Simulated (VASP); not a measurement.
Set up this calculation in VASP 6.6.1, as the native input.

| Property | Result |
| --- | --- |
| Task | single point |
| Functional | r2SCAN |
| Potentials or basis | VASP PAW PBE potentials, release 64 (Ti_sv) |
| Cutoff | 520 eV |
| k mesh | 11 × 11 × 1 |
| Occupations | gaussian, width 0.1 eV |
| Spin | no spin polarisation |
| Dipole correction | yes |
| Further INCAR settings | ALGO = Normal; EDIFF = 1e-06; NBANDS = 51 |

System: Ti, a slab with vacuum.

```
CELL_PARAMETERS angstrom
3.25179 0.00000 0.00000
0.00000 3.25179 0.00000
0.00000 0.00000 24.75537
ATOMIC_POSITIONS crystal
Ti 0.50000 0.50000 0.30745
Ti 0.00000 0.00000 0.36909
Ti 0.50000 0.50000 0.43427
Ti 0.00000 0.00000 0.50000
Ti 0.50000 0.50000 0.56573
Ti 0.00000 0.00000 0.63091
Ti 0.50000 0.50000 0.69255
```

These files were run (other wordings do the same):

POSCAR

```
Ti
1.0
    3.2517897444      0.0000000000      0.0000000000
    0.0000000000      3.2517897444      0.0000000000
    0.0000000000      0.0000000000     24.7553692333
Ti
7
Direct
    0.5000000000      0.5000000000      0.3074532953
    0.0000000000      0.0000000000      0.3690904769
    0.5000000000      0.5000000000      0.4342727096
    0.0000000000      0.0000000000      0.5000000235
    0.5000000000      0.5000000000      0.5657273032
    0.0000000000      0.0000000000      0.6309095029
    0.5000000000      0.5000000000      0.6925466886
```

INCAR.step1

```
SYSTEM = Ti
PREC = Accurate ; ENCUT = 520
ISMEAR = 0 ; SIGMA = 0.1
LREAL = .False. ; LASPH = .True.
NELM = 80 ; LDIPOL = .True.
IDIPOL = 3 ; DIPOL = 0.5 0.5 0.500
NBANDS = 51 ; GGA = PE
ALGO = Normal ; EDIFF = 1E-4
LWAVE = .True. ; LCHARG = .False.
```

INCAR.step2

```
SYSTEM = Ti
PREC = Accurate ; ENCUT = 520
EDIFF = 1E-6 ; ISMEAR = 0
SIGMA = 0.1 ; LREAL = .False.
LASPH = .True. ; NELM = 80
ALGO = Normal ; ISIF = 2
LWAVE = .False. ; LCHARG = .False.
LDIPOL = .True. ; IDIPOL = 3
DIPOL = 0.5 0.5 0.500 ; METAGGA = R2SCAN
LMIXTAU = .True. ; NBANDS = 51
ISTART = 1
```

KPOINTS

```
Automatic mesh
0
Gamma
  11 11 1
  0 0 0
```

Potentials or basis: VASP PAW PBE potentials, release 64 (Ti_sv).

Run with:

```console
$ cat potpaw_PBE.64/Ti_sv/POTCAR > POTCAR
$ cp INCAR.step1 INCAR
$ mpirun -np 1 vasp_std > vasp.out
$ cp INCAR.step2 INCAR
$ mpirun -np 1 vasp_std > vasp.out
```

It gave:

| Item | Value |
| --- | --- |
| Largest force | 0.034 eV/Å |
| Band gap on the k mesh | zero (bands 42 and 43 overlap by 1.49 eV) |

Caveat: the PAW data sets were made with another functional, which shifts forces and pressure a little.

It took 38 min on 1 thread of Intel(R) Xeon(R) Platinum 8124M CPU @ 3.00GHz (Skylake/Cascade Lake), on a shared host, peak memory 0.49 GiB.
